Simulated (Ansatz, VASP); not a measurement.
**AlInAsP3 in VASP and in Ansatz**

```
Al In P As
1.0
     6.70976    0.00000    0.00000
    -3.35488    5.81082    0.00000
     0.00000    0.00000    3.52302
Al In P As
1 1 3 1
Direct
  0.00000 0.00000 0.00000
  0.33333 0.66667 0.00000
  0.98210 0.49105 0.50000
  0.50895 0.49105 0.50000
  0.50895 0.01790 0.50000
  0.66667 0.33333 0.00000
```

Change from the starting cell: species swapped into the YSiBRh3 type (P-6m2, No. 187).

Alike in both runs: functional PBE; k mesh 3 × 3 × 6; occupations gaussian, width 0.1 eV; no spin polarisation.

Ansatz relaxed the structure, and its values are those at the end. VASP's run is a single point on that final structure, the one shown.

```csv
,VASP,Ansatz
version,VASP 6.6.1,Ansatz 0.2.0
potentials or method,"VASP PAW PBE potentials, release 64 (Al, In_d, P, As), cutoff 500 eV","scalar-relativistic, plane waves, PAW"
valence electrons in the cell,36,46
```

```csv
,VASP,Ansatz,Ansatz less VASP
gap on the k mesh at the Fermi level (eV),none,none,-
pressure (GPa),0.0,-0.1,-0.01
rms of the force components (eV/Å),0.012,0.010,-0.0023
```

A gap of «none» marks a metal or a gap that the smearing closes. VASP's potentials hold 36 valence electrons a cell and Ansatz's 46, so a difference there can come from the potentials and not from the codes.

The k mesh is coarse, so the values compare programs but aren't converged.
